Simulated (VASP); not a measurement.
Write the native input for VASP 6.6.1 that does the following.

* Task: single point
* Functional: PBEsol
* Potentials or basis: VASP PAW PBE potentials, release 64 (Hg, Te)
* Cutoff: 520 eV
* k mesh: 14 × 14 × 14
* Occupations: gaussian, width 0.15 eV
* Spin: no spin polarisation
* Dipole correction: no
* Further INCAR settings: ALGO = Normal; EDIFF = 1e-07; NBANDS = 16

The structure of HgTe lies in POSCAR:

```
HgTe
1.0
    0.0000000000      3.2235000000      3.2235000000
    3.2235000000      0.0000000000      3.2235000000
    3.2235000000      3.2235000000      0.0000000000
Hg Te
1 1
Direct
   -0.0044776661     -0.0044776661     -0.0044776661
    0.7500000000      0.7500000000      0.7500000000
```

This cell differs from its parent crystal: all Hg atoms moved +0.050 Å, as atom 1 towards its neighbour atom 2 (Te) at 2.792 Å.

One way to write it, as run:

INCAR

```
SYSTEM = HgTe
ALGO = Normal
EDIFF = 1E-7
ENCUT = 520
GGA = PS
ISIF = 2
ISMEAR = 0
LASPH = .True.
LCHARG = .False.
LREAL = .False.
LWAVE = .False.
NBANDS = 16
NELM = 80
PREC = Accurate
SIGMA = 0.15
```

KPOINTS

```
k-points
0
Gamma
  14 14 14
  0 0 0
```

Potentials or basis: VASP PAW PBE potentials, release 64 (Hg, Te).

Run with:

```bash
$ cat potpaw_PBE.64/Hg/POTCAR potpaw_PBE.64/Te/POTCAR > POTCAR
$ mpirun -np 1 vasp_std > vasp.out
```

It gave:

```json
{
 "Pressure": "1.5 GPa",
 "Largest force": "0.225 eV/Å",
 "Band gap on the k mesh": "zero (filled and empty bands touch)"
}
```

Caveat: the cell differs from its parent crystal (all Hg atoms moved +0.050 Å, as atom 1 towards its neighbour atom 2 (Te) at 2.792 Å); the PAW data sets were made with another functional, which shifts forces and pressure a little; spin-orbit coupling is left out, which moves the levels of the heavy elements.

Wall time 4.1 min on 1 thread of Intel(R) Xeon(R) Platinum 8488C (Sapphire Rapids), on a shared host, peak memory 0.45 GiB.
